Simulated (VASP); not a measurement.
In3Sb, 4 atoms in the cell. It takes space group Pm-3m (No. 221, cubic). The conventional cell has a = 4.837 Å, b = 4.837 Å, c = 4.837 Å, α = 90.00°, β = 90.00°, γ = 90.00°. In (site symmetry 4/mmm) has 8 In at 3.42 Å and 4 Sb at 3.42 Å within 4.5 Å. Within 4.5 Å of Sb (site symmetry m-3m) lie 12 In at 3.42 Å. 

| Item | Value |
| --- | --- |
| Program | VASP 6.6.1 |
| Task | single point |
| Functional | PBEsol |
| Potentials or basis | VASP PAW PBE potentials, release 64 (In_d, Sb) |
| Cutoff | 520 eV |
| k mesh | 5 × 5 × 5 |
| Occupations | gaussian, width 0.1 eV |
| Spin | no spin polarisation |
| Dipole correction | no |
| Further INCAR settings | ALGO = Normal; EDIFF = 1e-07; NBANDS = 30 |

Potentials or basis: VASP PAW PBE potentials, release 64 (In_d, Sb).

Launch:

```sh
$ cat potpaw_PBE.64/In_d/POTCAR potpaw_PBE.64/Sb/POTCAR > POTCAR
$ mpirun -np 1 vasp_std > vasp.out
```

Hardware: 1 thread of Intel Xeon 8259CL, on a shared host.

Question: Estimate the wall time of this run.

Answer: Wall time 54 s on 1 thread of Intel Xeon 8259CL, on a shared host, peak memory 0.21 GiB. Counts: scf iterations 13, k points 10.
